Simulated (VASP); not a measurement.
# Pt in VASP: notebook

Pt is run at these levels: HSE06, LDA+U; tasks: single point.

All numbers are computed with VASP 6.6.1; they aren't measurements. Logs are shortened: lines on timing, memory, paths and dates and some standing lists are left out, and cuts for length are marked.

### 1 The cell of the first run

The structure is cubic, space group Fm-3m (No. 225). The conventional cell has a = 3.922 Å, b = 3.922 Å, c = 3.922 Å, α = 90.00°, β = 90.00°, γ = 90.00°. Within 3.7 Å of Pt (site symmetry m-3m) lie 12 Pt at 2.77 Å.

### 2 Single point, HSE06, non-collinear spin, zero start, spin-orbit coupling

POSCAR

```
Pt
1.0
    0.0000000000      1.9609000000      1.9609000000
    1.9609000000      0.0000000000      1.9609000000
    1.9609000000      1.9609000000      0.0000000000
Pt
1
Direct
    0.0000000000      0.0000000000      0.0000000000
```

INCAR.step1

```
SYSTEM = Pt
PREC = Accurate ; ENCUT = 520
EDIFF = 1E-5 ; ISMEAR = -1
SIGMA = 0.05 ; LREAL = .FALSE.
LASPH = .TRUE. ; NELM = 150
ALGO = Normal ; ISIF = 2
LWAVE = .TRUE. ; LNONCOLLINEAR = .TRUE.
MAGMOM = 0 0 0 ; LORBIT = 11
LSORBIT = .TRUE. ; GGA_COMPAT = .FALSE.
LORBMOM = .TRUE. ; LMAXMIX = 4
GGA = PE ; NBANDS = 21
```

INCAR.step2

```
SYSTEM = Pt
PREC = Accurate ; ENCUT = 520
EDIFF = 1E-6 ; ISMEAR = -1
SIGMA = 0.05 ; LREAL = .FALSE.
LASPH = .TRUE. ; NELM = 150
ALGO = Normal ; ISIF = 2
LWAVE = .FALSE. ; LCHARG = .TRUE.
LNONCOLLINEAR = .TRUE. ; MAGMOM = 0 0 0
LORBIT = 11 ; LSORBIT = .TRUE.
GGA_COMPAT = .FALSE. ; LORBMOM = .TRUE.
LMAXMIX = 4 ; GGA = PE
LHFCALC = .TRUE. ; HFSCREEN = 0.2079
PRECFOCK = Normal ; LVHAR = .TRUE.
ISTART = 1 ; NBANDS = 21
```

KPOINTS

```
Automatic mesh
0
G
  5 5 5
  0 0 0
```

Potentials or basis: VASP PAW PBE potentials, release 64 (Pt).

Command:

```bash
$ cat potpaw_PBE.64/Pt/POTCAR > POTCAR
$ cp INCAR.step1 INCAR
$ mpirun -np 1 vasp_ncl > vasp.out
$ cp INCAR.step2 INCAR
$ mpirun -np 1 vasp_ncl > vasp.out
```

OUTCAR:

```text
SYSTEM = Pt
   PREC = Accurate
   ENCUT = 520
   EDIFF = 1E-6
   ISMEAR = -1
   LREAL = .FALSE.
   LASPH = .TRUE.
   NELM = 150
   ISIF = 2
   LNONCOLLINEAR = .TRUE.
   LORBIT = 11
   LSORBIT = .TRUE.
   GGA = PE
   LHFCALC = .TRUE.
   HFSCREEN = 0.2079
   PRECFOCK = Normal
   ISTART = 1

 ion  position               nearest neighbor table
   1  0.000  0.000  0.000-

  LATTYP: Found a face centered cubic cell.
 ALAT       =     3.9218000000

  Lattice vectors:

 A1 = (   0.0000000000,   1.9609000000,   1.9609000000)
 A2 = (   1.9609000000,   0.0000000000,   1.9609000000)
 A3 = (   1.9609000000,   1.9609000000,   0.0000000000)

Analysis of symmetry for initial positions (statically):
=====================================================================
 Subroutine PRICEL returns:
 Original cell was already a primitive cell.

 Routine SETGRP: Setting up the symmetry group for a
 face centered cubic supercell.

 Subroutine GETGRP returns: Found 48 space group operations
 (whereof 48 operations were pure point group operations)
 out of a pool of 48 trial point group operations.

The static configuration has the point symmetry O_h .

Analysis of symmetry for dynamics (positions and initial velocities):
=====================================================================
 Subroutine PRICEL returns:
 Original cell was already a primitive cell.

 Routine SETGRP: Setting up the symmetry group for a
 face centered cubic supercell.

 Subroutine GETGRP returns: Found 48 space group operations
 (whereof 48 operations were pure point group operations)
 out of a pool of 48 trial point group operations.

The dynamic configuration has the point symmetry O_h .

Analysis of structural, dynamic, and magnetic symmetry:
=====================================================================
 Subroutine PRICEL returns:
 Original cell was already a primitive cell.

 Routine SETGRP: Setting up the symmetry group for a
 face centered cubic supercell.

 Subroutine GETGRP returns: Found 48 space group operations
 (whereof 48 operations were pure point group operations)
 out of a pool of 48 trial point group operations.

The overall configuration has the point symmetry O_h .

 Subroutine INISYM returns: Found 48 space group operations
 (whereof 48 operations are pure point group operations),
 and found     1 'primitive' translations

----------------------------------------------------------------------------------------

                                     Primitive cell

  volume of cell :      15.0798

  direct lattice vectors                    reciprocal lattice vectors
     0.000000000  1.960900000  1.960900000    -0.254984956  0.254984956  0.254984956
     1.960900000  0.000000000  1.960900000     0.254984956 -0.254984956  0.254984956
     1.960900000  1.960900000  0.000000000     0.254984956  0.254984956 -0.254984956

  length of vectors
     2.773131374  2.773131374  2.773131374     0.441646899  0.441646899  0.441646899

  position of ions in fractional coordinates (direct lattice)
     0.000000000  0.000000000  0.000000000

  ion indices of the primitive-cell ions
   primitive index   ion index
                 1           1

----------------------------------------------------------------------------------------

 KPOINTS: Automatic mesh

Automatic generation of k-mesh.
 Grid dimensions read from file:
 generate k-points for:    5    5    5

 Generating k-lattice:

  Cartesian coordinates                     Fractional coordinates (reciprocal lattice)
    -0.050996991  0.050996991  0.050996991     0.200000000  0.000000000  0.000000000
     0.050996991 -0.050996991  0.050996991     0.000000000  0.200000000  0.000000000
     0.050996991  0.050996991 -0.050996991     0.000000000  0.000000000  0.200000000

  Length of vectors
     0.088329380  0.088329380  0.088329380

  Shift w.r.t. Gamma in fractional coordinates (k-lattice)
     0.000000000  0.000000000  0.000000000

 Subroutine IBZKPT returns following result:
 ===========================================

 Found     10 irreducible k-points:

 Following reciprocal coordinates:
            Coordinates               Weight
  0.000000  0.000000  0.000000      1.000000
  0.200000  0.000000  0.000000      8.000000
  0.400000  0.000000  0.000000      8.000000
  0.200000  0.200000  0.000000      6.000000
  0.400000  0.200000  0.000000     24.000000
 -0.400000  0.200000  0.000000     24.000000
 -0.200000  0.200000  0.000000     12.000000
  0.400000  0.400000  0.000000      6.000000
 -0.400000  0.400000  0.000000     12.000000
 -0.400000  0.400000  0.200000     24.000000
   k-points           NKPTS =     10   k-points in BZ     NKDIM =    125   number of bands    NBANDS=     21
   number of dos      NEDOS =    301   number of ions     NIONS =      1
   total plane-waves  NPLWV =  13824
   dimension x,y,z NGX =    24 NGY =   24 NGZ =   24
   dimension x,y,z NGXF=    48 NGYF=   48 NGZF=   48
   ions per type =               1
[... 66 lines left out ...]

 E-fermi :  10.8451     XC(G=0): -10.9730

 val. band max:       10.4825809532   @ k =  -0.4000   0.4000   0.2000
 cond. band min:      10.8884167868   @ k =   0.4000   0.0000   0.0000
 fundamental gap:      0.4058358336
 Fermi energy:        10.8451226330

 k-point     1 :       0.0000    0.0000    0.0000
  band No.  band energies     occupation
      1      -0.3155      1.00000
      2      -0.3155      1.00000
      3       5.6615      1.00000
      4       5.6615      1.00000
      5       5.6615      1.00000
      6       5.6615      1.00000
[... 13 lines left out ...]
     20      32.0409      0.00000
     21      37.1517      0.00000

 k-point     2 :       0.2000    0.0000    0.0000
  band No.  band energies     occupation
      1       1.2676      1.00000
      2       1.2676      1.00000
      3       5.5921      1.00000
      4       5.5921      1.00000
      5       5.8176      1.00000
      6       5.8176      1.00000
[... 13 lines left out ...]
     20      34.3469      0.00000
     21      36.3297      0.00000
[... 151 lines left out ...]
      5       7.9862      1.00000
      6       7.9862      1.00000
[... 13 lines left out ...]
     20      32.9589      0.00000
     21      37.7688      0.00000

 k-point    10 :      -0.4000    0.4000    0.2000
  band No.  band energies     occupation
      1       4.1827      1.00000
      2       4.1827      1.00000
      3       4.6573      1.00000
      4       4.6573      1.00000
      5       5.8171      1.00000
      6       5.8171      1.00000
[... 13 lines left out ...]
     20      35.1930      0.00000
     21      35.9387      0.00000

------------------------ aborting loop because EDIFF is reached ----------------------------------------

  FORCE on cell =-STRESS in cart. coord.  units (eV):
  Direction    XX          YY          ZZ          XY          YZ          ZX
  --------------------------------------------------------------------------------------
  -------------------------------------------------------------------------------------
  Total        0.7674304      0.7674304      0.7674304      0.0000000      0.0000000      0.0000000
  in kB       81.5367258     81.5367258     81.5367258      0.0000000      0.0000000      0.0000000
  external PRESSURE =      81.5367258 kB  Pullay stress =       0.0000000 kB

 VOLUME and BASIS-vectors are now :
 -----------------------------------------------------------------------------
  energy-cutoff  :      520.00
  volume of cell :       15.08
      direct lattice vectors                 reciprocal lattice vectors
     0.000000000  1.960900000  1.960900000    -0.254984956  0.254984956  0.254984956
     1.960900000  0.000000000  1.960900000     0.254984956 -0.254984956  0.254984956
     1.960900000  1.960900000  0.000000000     0.254984956  0.254984956 -0.254984956

 POSITION                                       TOTAL-FORCE (eV/Angst)
 -----------------------------------------------------------------------------------
      0.00000      0.00000      0.00000         0.000000      0.000000      0.000000
 -----------------------------------------------------------------------------------
    total drift:                                0.000000      0.000000     -0.000001

  FREE ENERGIE OF THE ION-ELECTRON SYSTEM (eV)
  ---------------------------------------------------
  free  energy   TOTEN  =        -7.1618490711 eV

  energy  without entropy=       -7.1556172297  energy(sigma->0) =       -7.15873315

 orbital moment (x)

 # of ion     p       d       tot
 ----------------------------------------
  1        -0.000   0.000   0.000
 ----------------------------------------
           -0.000   0.000   0.000

 orbital moment (y)

 # of ion     p       d       tot
 ----------------------------------------
  1        -0.000   0.000   0.000
 ----------------------------------------
           -0.000   0.000   0.000

 orbital moment (z)

 # of ion     p       d       tot
 ----------------------------------------
  1        -0.000   0.000   0.000
 ----------------------------------------
           -0.000   0.000   0.000

 Spin-Orbit-Coupling matrix elements

 Ion:    1  E_soc:     -1.0010618
 l=   1
     0.0000000    -0.0344251    -0.0344251
    -0.0344251     0.0000000    -0.0344251
    -0.0344251    -0.0344251     0.0000000
 l=   2
     0.0000000    -0.0160080     0.0000000    -0.0160080    -0.1164105
    -0.0160080     0.0000000    -0.0873079    -0.0160080    -0.0291026
     0.0000000    -0.0873079     0.0000000    -0.0873079     0.0000000
    -0.0160080    -0.0160080    -0.0873079     0.0000000    -0.0291026
    -0.1164105    -0.0291026     0.0000000    -0.0291026     0.0000000
 l=   3
     0.0000000     0.0000000     0.0000000     0.0000000     0.0000000     0.0000000     0.0000000
     0.0000000     0.0000000     0.0000000     0.0000000     0.0000000     0.0000000     0.0000000
     0.0000000     0.0000000     0.0000000     0.0000000     0.0000000     0.0000000     0.0000000
     0.0000000     0.0000000     0.0000000     0.0000000     0.0000000     0.0000000     0.0000000
     0.0000000     0.0000000     0.0000000     0.0000000     0.0000000     0.0000000     0.0000000
     0.0000000     0.0000000     0.0000000     0.0000000     0.0000000     0.0000000     0.0000000
     0.0000000     0.0000000     0.0000000     0.0000000     0.0000000     0.0000000     0.0000000

 total charge

# of ion       s       p       d       tot
------------------------------------------
    1        0.665   0.611   8.102   9.379

 magnetization (x)

# of ion       s       p       d       tot
------------------------------------------
    1        0.000   0.000   0.000   0.000

 magnetization (y)

# of ion       s       p       d       tot
------------------------------------------
    1        0.000   0.000  -0.000  -0.000

 magnetization (z)

# of ion       s       p       d       tot
------------------------------------------
    1        0.000   0.000   0.000   0.000
```

Wall time 4.6 min (1 thread of Intel Xeon 6975P-C (Granite Rapids), shared host); peak memory 0.29 GiB.

Results:

- Free energy: -7.1618 eV
- Pressure: 8.2 GPa
- Net moment: 0.00 μB per cell
- Valence electrons inside the program's atomic spheres: Pt 9.38

Moments on the atoms (μB; x, y, z):
```
Pt  0.00 0.00 0.00
```

Caveat: the k points lie up to 0.55 Å⁻¹ apart; the PAW data sets were made with another functional, which shifts forces and pressure a little.

### 3 Single point, LDA+U (the cell strained at random)

INCAR

```
SYSTEM = Pt
ALGO     = Normal         ! electronic algorithm
EDIFF    = 1E-6           ! SCF threshold, eV
ENCUT    = 520            ! plane-wave cutoff, eV
ISIF     = 2              ! what is computed and relaxed
ISMEAR   = 1              ! smearing method
LASPH    = .True.         ! aspherical terms in the spheres
LCHARG   = .True.         ! write CHGCAR
LDAU     = .True.         ! DFT+U
LDAUJ    = 0            
LDAUL    = 2              ! shell
LDAUPRINT= 1            
LDAUTYPE = 2            
LDAUU    = 5              ! U, eV
LELF     = .True.         ! ELF
LMAXMIX  = 4              ! l up to which the mixer works
LREAL    = .False.        ! projectors in reciprocal space
LVHAR    = .True.       
LWAVE    = .False.        ! write WAVECAR
NBANDS   = 11             ! bands
NELM     = 150            ! most SCF steps
PREC     = Accurate       ! precision mode
SIGMA    = 0.1            ! smearing width, eV
```

KPOINTS

```
k-points
0
Gamma
  12 12 12
  0 0 0
```

POSCAR

```
Pt
1.0
   -0.0152900000      1.9403200000      1.9746160000
    1.9586140000      0.0023170000      1.9570100000
    1.9731170000      1.9372160000     -0.0121860000
Pt
1
Direct
   -0.0634730000      0.0409890000      0.0097000000
```

Potentials or basis: VASP PAW LDA potentials, release 64 (Pt).

Command:

```bash
$ cat potpaw_LDA.64/Pt/POTCAR > POTCAR
$ mpirun -np 1 vasp_std > vasp.out
```

Wall time 92 s (1 thread of Intel Xeon Platinum 8259CL at 2.50GHz (Skylake/Cascade Lake), shared host); peak memory 0.26 GiB.

Results (log left out):

* Free energy: -4.0412 eV
* Pressure: -22.0 GPa
* Band gap on the k mesh: zero (bands 5 and 6 overlap by 2.72 eV)

Stress tensor (GPa, compression positive):
```
-21.86   0.01   0.08
  0.01 -22.40  -0.03
  0.08  -0.03 -21.80
```

Levels at points of the mesh, in eV from the Fermi level:
```
           k point  band 2  band 3  band 4  band 5  band 6  band 7  band 8  band 9
(0.00, 0.00, 0.00)   -3.92   -3.76   -3.72   -2.12   -1.93   16.07   20.60   21.07
(0.50, 0.00, 0.00)   -4.10   -4.06   -0.23    0.04    0.88    6.57   15.68   20.44
(0.00, 0.50, 0.00)   -4.28   -3.99   -0.04    0.03    1.03    6.82   15.53   19.98
(0.50, 0.50, 0.00)   -6.63   -0.37    0.42    0.68    3.12    9.60   12.85   12.96
(0.00, 0.00, 0.50)   -4.10   -4.08   -0.23    0.06    0.91    6.62   15.66   20.41
(0.50, 0.00, 0.50)   -6.73   -0.32    0.58    0.63    3.45   10.04   12.31   12.87
(0.00, 0.50, 0.50)   -6.63   -0.37    0.42    0.67    3.11    9.58   12.85   13.00
(0.50, 0.50, 0.50)   -4.28   -3.97   -0.04    0.01    1.01    6.78   15.55   20.00
```

Eigenvalues of the final occupation matrices:
```tsv
site	spin	trace	eigenvalues
site 1 d	1	4.27	0.81 0.81 0.83 0.90 0.91
site 1 d	2	4.27	0.81 0.81 0.83 0.90 0.91
```

Caveat: the cell differs from its parent crystal (the cell strained at random); the cell stands under tension; spin-orbit coupling is left out, which moves the levels of the heavy elements; U without spin polarisation on a metal has little footing; the U is typed as a test and isn't derived for this compound.

### 4 Single point, HSE06

This run uses another cell than the first one, of 15.98 Å³/atom.

POSCAR

```
Pt
1.0
    0.0000000000      1.9993587835      1.9993587835
    1.9993587835      0.0000000000      1.9993587835
    1.9993587835      1.9993587835      0.0000000000
Pt
1
Direct
    0.0000000000      0.0000000000      0.0000000000
```

INCAR.step1

```
PREC = Accurate
ENCUT = 520
EDIFF = 1E-5
ISMEAR = -1
SIGMA = 0.05
LREAL = F
LASPH = T
NELM = 100
ALGO = Normal
ISIF = 2
LWAVE = T
LCHARG = F
GGA = PE
NBANDS = 11
```

INCAR.step2

```
PREC = Accurate
ENCUT = 520
EDIFF = 1E-7
ISMEAR = -1
SIGMA = 0.05
LREAL = F
LASPH = T
NELM = 100
ALGO = Normal
ISIF = 2
LWAVE = F
LCHARG = F
GGA = PE
LHFCALC = T
HFSCREEN = 0.2079
PRECFOCK = Normal
ISTART = 1
NBANDS = 11
```

KPOINTS

```
Automatic mesh
0
Gamma
  8 8 8
```

Potentials or basis: VASP PAW PBE potentials, release 64 (Pt).

Command:

```bash
$ cat potpaw_PBE.64/Pt/POTCAR > POTCAR
$ cp INCAR.step1 INCAR
$ mpirun -np 1 vasp_std > vasp.out
$ cp INCAR.step2 INCAR
$ mpirun -np 1 vasp_std > vasp.out
```

It took 42 min on 1 thread of AMD EPYC 7R13 (Zen 3), shared host; peak memory 0.22 GiB.

The run converged. Its results:

- Free energy: -6.8388 eV
- Pressure: -12.8 GPa
- Band gap on the k mesh: zero (bands 5 and 6 overlap by 2.74 eV)

Levels at points of the mesh, in eV from the Fermi level:
```tsv
k point	band 2	band 3	band 4	band 5	band 6	band 7	band 8	band 9
(0.00, 0.00, 0.00)	-3.92	-3.92	-3.92	-2.01	-2.01	16.25	21.10	21.10
(0.50, 0.00, 0.00)	-4.08	-4.08	0.01	0.01	0.13	6.66	15.76	20.31
(0.50, 0.50, 0.00)	-6.72	-0.33	0.66	0.66	2.48	9.75	12.59	12.59
```

Caveat: the cell stands under tension; the PAW data sets were made with another functional, which shifts forces and pressure a little; spin-orbit coupling is left out, which moves the levels of the heavy elements.

### 5 Single point, HSE06

This run uses another cell than the first one, of 14.78 Å³/atom.

POSCAR

```
Pt
1.0
    0.0000000000      1.9477392008      1.9477392008
    1.9477392008      0.0000000000      1.9477392008
    1.9477392008      1.9477392008      0.0000000000
Pt
1
Direct
    0.0000000000      0.0000000000      0.0000000000
```

INCAR.step1

```
PREC = Accurate ; ENCUT = 520
EDIFF = 1E-5 ; ISMEAR = -1
SIGMA = 0.05 ; LREAL = F
LASPH = T ; NELM = 80
ALGO = Normal ; ISIF = 2
LWAVE = T ; LCHARG = F
NBANDS = 11 ; GGA = PE
```

INCAR.step2

```
PREC = Accurate ; ENCUT = 520
EDIFF = 1E-7 ; ISMEAR = -1
SIGMA = 0.05 ; LREAL = F
LASPH = T ; NELM = 80
ALGO = Normal ; ISIF = 2
LWAVE = F ; LCHARG = F
GGA = PE ; LHFCALC = T
HFSCREEN = 0.2079 ; PRECFOCK = Normal
NBANDS = 11 ; ISTART = 1
```

KPOINTS

```
regular mesh
0
Gamma
  8 8 8
```

Command:

```bash
$ cat potpaw_PBE.64/Pt/POTCAR > POTCAR
$ cp INCAR.step1 INCAR
$ mpirun -np 1 vasp_std > vasp.out
$ cp INCAR.step2 INCAR
$ mpirun -np 1 vasp_std > vasp.out
```

It took 53 min on 1 thread of Intel Xeon 8259CL, shared host; peak memory 0.24 GiB.

It converged, with:

```
Free energy            : -6.8690 eV
Pressure               : 6.4 GPa
Band gap on the k mesh : zero (bands 5 and 6 overlap by 3.07 eV)
```

Levels at points of the mesh, in eV from the Fermi level:
| k point | band 2 | band 3 | band 4 | band 5 | band 6 | band 7 | band 8 | band 9 |
| --- | --- | --- | --- | --- | --- | --- | --- | --- |
| (0.00, 0.00, 0.00) | -4.42 | -4.42 | -4.42 | -2.21 | -2.21 | 16.10 | 21.41 | 21.41 |
| (0.50, 0.00, 0.00) | -4.59 | -4.59 | -0.24 | 0.06 | 0.06 | 7.30 | 15.64 | 20.92 |
| (0.50, 0.50, 0.00) | -7.56 | -0.30 | 0.76 | 0.76 | 2.32 | 10.64 | 12.88 | 12.88 |

Caveat: the cell stands under pressure; the PAW data sets were made with another functional, which shifts forces and pressure a little; spin-orbit coupling is left out, which moves the levels of the heavy elements.

### 6 Summary

| level | potentials or basis | spin | U | cell | k mesh | smearing | grid for exact exchange (PRECFOCK) | share of exact exchange | screening parameter | gap on the mesh (eV) | pressure (GPa) |
| --- | --- | --- | --- | --- | --- | --- | --- | --- | --- | --- | --- |
| HSE06 | VASP PAW PBE potentials, release 64 (Pt) | non-collinear, zero start, SOC | - | a = 2.773 Å, angles 60.0°, 1 atom | 5 × 5 × 5 | fermi-dirac 0.05 eV | Normal | 0.25 | 0.2079 1/Å | - | 8.2 |
| LDA+U | VASP PAW LDA potentials, release 64 (Pt) | off | Pt d U = 5.0 eV | a = 2.768, b = 2.769, c = 2.765 Å, angles 59.9, 61.1, 59.9°, 1 atom | 12 × 12 × 12 | methfessel-paxton 0.1 eV | - | - | - | none | -22.0 |
| HSE06 | VASP PAW PBE potentials, release 64 (Pt) | off | - | a = 2.828 Å, angles 60.0°, 1 atom | 8 × 8 × 8 | fermi-dirac 0.05 eV | Normal | 0.25 | 0.2079 1/Å | none | -12.8 |
| HSE06 | VASP PAW PBE potentials, release 64 (Pt) | off | - | a = 2.755 Å, angles 60.0°, 1 atom | 8 × 8 × 8 | fermi-dirac 0.05 eV | Normal | 0.25 | 0.2079 1/Å | none | 6.4 |

Alike in all rows: task single point; cutoff (eV) 520.

Caveats: some runs use coarse meshes; the PAW data sets were made with another functional, which shifts forces and pressure a little (at least some runs); spin-orbit coupling is left out, which moves the levels of the heavy elements (at least some runs); the cell stands under tension (at least some runs); U without spin polarisation on a metal has little footing (at least some runs); the U is typed as a test and isn't derived for this compound (at least some runs); the cell stands under pressure (at least some runs).

Total energies depend on the potentials used, so only differences within one code and one set of settings carry meaning.
